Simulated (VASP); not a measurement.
## HfC: single point with PBEsol

Crystal: HfC.

```xyz
2
Lattice="0.0000 2.2901 2.3250 2.2901 0.0000 2.3250 2.2901 2.2901 0.0000" Properties=species:S:1:pos:R:3 pbc="T T T"
Hf    2.2901    2.2901    2.3250
C     0.0000    0.0000    0.0000
```

This cell differs from its parent crystal: strain -0.0150 x Voigt [1, 1, 0, 0, 0, 0].

- Program: VASP 6.6.1
- Task: single point
- Functional: PBEsol
- Potentials or basis: VASP PAW PBE potentials, release 64 (Hf_pv, C)
- Cutoff: 520 eV
- k mesh: 18 × 18 × 18
- Occupations: gaussian, width 0.15 eV
- Spin: no spin polarisation

```json
{
 "Pressure": "0.4 GPa",
 "Band gap on the k mesh": "zero (band 7 reaches 7.11 eV, above the bottom of band 8 at 5.60 eV)"
}
```

Stress tensor (GPa, compression positive):
```
 2.63  0.00  0.00
 0.00  2.63  0.00
 0.00  0.00 -4.02
```

Levels at points of the mesh, in eV from the Fermi level:
```tsv
k point	band 5	band 6	band 7	band 8	band 9	band 10
(0.00, 0.00, 0.00)	0.99	1.07	1.07	1.24	1.41	1.41
(0.50, 0.00, 0.00)	-6.31	-3.11	-3.08	5.41	5.53	5.97
(0.50, 0.50, 0.00)	-2.66	-1.91	0.02	0.02	5.47	6.96
(0.50, 0.00, 0.50)	-2.49	-1.94	-0.11	-0.04	5.47	6.86
```

Run time: 66 s on 1 thread of Intel(R) Xeon(R) Platinum 8375C CPU @ 2.90GHz (Ice Lake) (shared host), peak memory 0.28 GiB.

Caveat: the cell differs from its parent crystal (strain -0.0150 x Voigt [1, 1, 0, 0, 0, 0]); the PAW data sets were made with another functional, which shifts forces and pressure a little; spin-orbit coupling is left out, which moves the levels of the heavy elements.
